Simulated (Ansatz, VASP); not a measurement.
## Two plane-wave programs on Ir

File INCAR:

```
PREC = Accurate
ENCUT = 520
EDIFF = 1E-7
ISMEAR = 0
SIGMA = 0.15
LREAL = False
LASPH = True
NELM = 100
ALGO = Fast
ISIF = 2
LWAVE = False
LCHARG = True
LELF = True
LVHAR = True
NBANDS = 10
```

The input KPOINTS:

```
regular mesh
0
Gamma
  8 8 8
```

POSCAR

```
Ir
1.0
    0.0000000000      2.2161317680      1.4404856492
    2.2161317680      0.0000000000      1.4404856492
    2.2161317680      2.2161317680      0.0000000000
Ir
1
Direct
    0.0000000000      0.0000000000      0.0000000000
```

Input for Ansatz:

```yaml
crystal:
  lattice:
    - [0.0, 2.216131768, 1.4404856492]
    - [2.216131768, 0.0, 1.4404856492]
    - [2.216131768, 2.216131768, 0.0]
  atoms:
    - { symbol: Ir, position: [0.0, 0.0, 0.0] }
basis:
  ecutwfc: 420
kpoints:
  mp_grid: { grid: [8, 8, 8] }
hamiltonian:
  xc: lda
scf:
  occupations: { method: gaussian, width: 0.15 }
output:
  forces: true
  stress: true
  eigenvalues: true
```

Alike in both runs: task single point; functional LDA; k mesh 8 × 8 × 8; occupations gaussian, width 0.15 eV; no spin polarisation.

```csv
,VASP,Ansatz
version,VASP 6.6.1,Ansatz 0.2.0
potentials or method,"VASP PAW LDA potentials, release 64 (Ir), cutoff 520 eV","scalar-relativistic, plane waves, PAW"
valence electrons in the cell,9,17
```

|  | VASP | Ansatz | Ansatz less VASP |
| --- | --- | --- | --- |
| gap on the k mesh at the Fermi level (eV) | none | none | - |
| pressure (GPa) | 5.2 | 2.8 | -2.41 |
| traceless stress, the component that is largest in VASP (GPa) | -26.72 | -27.24 | -0.520 |

LDA's correlation is that of Perdew and Zunger in VASP and of Perdew and Wang (1992) in Ansatz. A gap of «none» marks a metal or a gap that the smearing closes. VASP's potentials hold 9 valence electrons a cell and Ansatz's 17, so a difference there can come from the potentials and not from the codes.

The k mesh is coarse, so the values compare programs but aren't converged. Neither program's run includes spin-orbit coupling.
